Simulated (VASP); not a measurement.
Set up this calculation in VASP 6.6.1, as the native input.

```
Task                   : single point
Functional             : PBEsol
Potentials or basis    : VASP PAW PBE potentials, release 64 (Si, W_sv)
Cutoff                 : 520 eV
k mesh                 : 18 × 18 × 18
Occupations            : gaussian, width 0.1 eV
Spin                   : no spin polarisation
Dipole correction      : no
Further INCAR settings : ALGO = Normal; EDIFF = 1e-07; NBANDS = 18
```

The structure of Si2W lies in POSCAR:

```
Si2W
1.0
   -1.6069000000      1.6069000000      3.9149500000
    1.6069000000     -1.6069000000      3.9149500000
    1.6069000000      1.6069000000     -3.9149500000
Si W
2 1
Direct
    0.3347000000      0.3347000000      0.0000000000
    0.6653000000      0.6653000000      0.0000000000
    0.0000000000      0.0000000000      0.0000000000
```

These files were run (other wordings do the same):

INCAR

```
SYSTEM = Si2W
PREC = Accurate ; ENCUT = 520
EDIFF = 1E-7 ; ISMEAR = 0
SIGMA = 0.1 ; LREAL = .False.
LASPH = .True. ; NELM = 80
ALGO = Normal ; ISIF = 2
LWAVE = .False. ; LCHARG = .False.
GGA = PS ; NBANDS = 18
```

KPOINTS

```
regular mesh
0
Gamma
  18 18 18
  0 0 0
```

Potentials or basis: VASP PAW PBE potentials, release 64 (Si, W_sv).

Launch:

```bash
$ cat potpaw_PBE.64/Si/POTCAR potpaw_PBE.64/W_sv/POTCAR > POTCAR
$ mpirun -np 1 vasp_std > vasp.out
```

It gave:

| Property | Result |
| --- | --- |
| Pressure | -1.6 GPa |
| Largest force | 0.012 eV/Å |
| Band gap on the k mesh | zero (bands 11 and 12 overlap by 1.27 eV) |

Caveat: the PAW data sets were made with another functional, which shifts forces and pressure a little; spin-orbit coupling is left out, which moves the levels of the heavy elements.

It took 9.7 min on 1 thread of Intel(R) Xeon(R) Platinum 8375C CPU @ 2.90GHz (Ice Lake) (shared host), peak memory 0.46 GiB.
